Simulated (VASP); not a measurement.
A run of VASP 6.6.1 is set up as follows.

File INCAR:

```
ALGO     = Normal         # electronic algorithm
EDIFF    = 1E-7           # SCF threshold, eV
EDIFFG   = -0.005         # ionic threshold
ENCUT    = 600            # plane-wave cutoff, eV
GGA      = PS             # functional
IBRION   = 2              # ionic algorithm
ISIF     = 4              # what is computed and relaxed
ISMEAR   = -1             # smearing method
LASPH    = T              # aspherical terms in the spheres
LCHARG   = F              # write CHGCAR
LREAL    = F              # projectors in reciprocal space
LWAVE    = F              # write WAVECAR
NELM     = 80             # most SCF steps
NSW      = 50             # ionic steps
PREC     = Accurate       # precision mode
SIGMA    = 0.08           # smearing width, eV
```

Contents of KPOINTS:

```
k-points
0
Gamma
  16 16 9
```

POSCAR

```
Ge
1.0
    2.1766892580      0.0000000000      0.0000000000
   -1.0883446290      1.8850681936      0.0000000000
    0.0000000000      0.0000000000      3.5704498230
Ge
2
Direct
    0.3333333333      0.6666666667      0.2500000000
    0.6666666667      0.3333333333      0.7500000000
```

Potentials or basis: VASP PAW PBE potentials, release 64 (Ge_d).

Run with:

```console
$ cat potpaw_PBE.64/Ge_d/POTCAR > POTCAR
$ mpirun -np 1 vasp_std > vasp.out
```

**Question.** What does it give for the band gap on the k mesh?

**Answer.** Zero (bands 14 and 15 overlap by 20.46 eV).

The path:
```tsv
step	energy change (eV)	largest force (eV/Å)	pressure (GPa)	volume (Å³)
1	0.0000	0.0000	541.80	14.65
2	0.0009	0.0000	541.83	14.65
3	-0.0005	0.0000	541.77	14.65
```

Caveat: the PAW data sets were made with another functional, which shifts forces and pressure a little.
